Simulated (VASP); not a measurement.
Wanted: the native input for a VASP 6.6.1 run.

```
Task                   : single point
Functional             : LDA
Potentials or basis    : VASP PAW LDA potentials, release 64 (Al, Ga_d, N)
Cutoff                 : 520 eV
k mesh                 : 8 × 8 × 6
Occupations            : gaussian, width 0.05 eV
Spin                   : no spin polarisation
Dipole correction      : no
Further INCAR settings : ALGO = Normal; EDIFF = 1e-06; NBANDS = 21
```

The structure of AlGaN2 lies in POSCAR:

```
AlGaN2
1.0
    3.0937638930      0.0000000000      0.0000000000
    0.0000000000      3.0937638930      0.0000000000
    0.0000000000      0.0000000000      4.4238379400
Al Ga N
1 1 2
Direct
    0.5000000000      0.5000000000      0.5000000000
    0.0000000000      0.0000000000      0.0000000000
    0.5000000000      0.0000000000      0.7382648100
    0.0000000000      0.5000000000      0.2617351900
```

This cell differs from its parent crystal: strain -0.015 along x and y, +0.000 along z.

These files were run (other wordings do the same):

INCAR

```
SYSTEM = AlGaN2
ALGO = Normal
EDIFF = 1E-6
ENCUT = 520
ISIF = 2
ISMEAR = 0
LASPH = .TRUE.
LCHARG = .TRUE.
LELF = .TRUE.
LREAL = .FALSE.
LVHAR = .TRUE.
LWAVE = .FALSE.
NBANDS = 21
NELM = 80
PREC = Accurate
SIGMA = 0.05
```

KPOINTS

```
k-points
0
G
  8 8 6
  0 0 0
```

Potentials or basis: VASP PAW LDA potentials, release 64 (Al, Ga_d, N).

Launch:

```bash
$ cat potpaw_LDA.64/Al/POTCAR potpaw_LDA.64/Ga_d/POTCAR potpaw_LDA.64/N/POTCAR > POTCAR
$ mpirun -np 1 vasp_std > vasp.out
```

Results of the run:

* Pressure: 1.9 GPa
* Largest force: 0.204 eV/Å
* Band gap on the k mesh: 3.07 eV, direct

Caveat: the cell differs from its parent crystal (strain -0.015 along x and y, +0.000 along z).

Run time: 25 s on 1 thread of Intel Xeon 6975P-C, with other jobs on the host, peak memory 0.18 GiB.
